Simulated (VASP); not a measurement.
A run of VASP 6.6.1 is set up as follows.

INCAR

```
SYSTEM = Si2Ni
PREC     = Accurate       ! precision mode
ENCUT    = 520            ! plane-wave cutoff, eV
EDIFF    = 1E-7           ! SCF threshold, eV
ISMEAR   = 0              ! smearing method
SIGMA    = 0.15           ! smearing width, eV
LREAL    = .False.        ! projectors in reciprocal space
LASPH    = .True.         ! aspherical terms in the spheres
NELM     = 150            ! most SCF steps
ALGO     = Normal         ! electronic algorithm
ISIF     = 2              ! what is computed and relaxed
LWAVE    = .False.        ! write WAVECAR
LCHARG   = .False.        ! write CHGCAR
ISPIN    = 2              ! spin polarisation
MAGMOM   = 0 0 1          ! initial moments
LORBIT   = 11             ! projections on sites
NUPDOWN  = 1.0            ! fixed moment
LMAXMIX  = 4              ! l up to which the mixer works
NBANDS   = 20             ! bands
```

Contents of KPOINTS:

```
regular mesh
0
Gamma
  14 14 14
  0 0 0
```

The input POSCAR:

```
Si2Ni
1.0
    0.0000000000      2.6208869829      2.6208869829
    2.6208869829      0.0000000000      2.6208869829
    2.6208869829      2.6208869829      0.0000000000
Si Ni
2 1
Direct
    0.2500000000      0.2500000000      0.2500000000
    0.7500000000      0.7500000000      0.7500000000
    0.0000000000      0.0000000000      0.0000000000
```

Potentials or basis: VASP PAW LDA potentials, release 64 (Si, Ni).

Command:

```console
$ cat potpaw_LDA.64/Si/POTCAR potpaw_LDA.64/Ni/POTCAR > POTCAR
$ mpirun -np 1 vasp_std > vasp.out
```

Q: What does it give for the pressure?

A: 17.0 GPa.

Caveat: the cell stands under pressure; the total moment is fixed, so each spin has its own Fermi level.
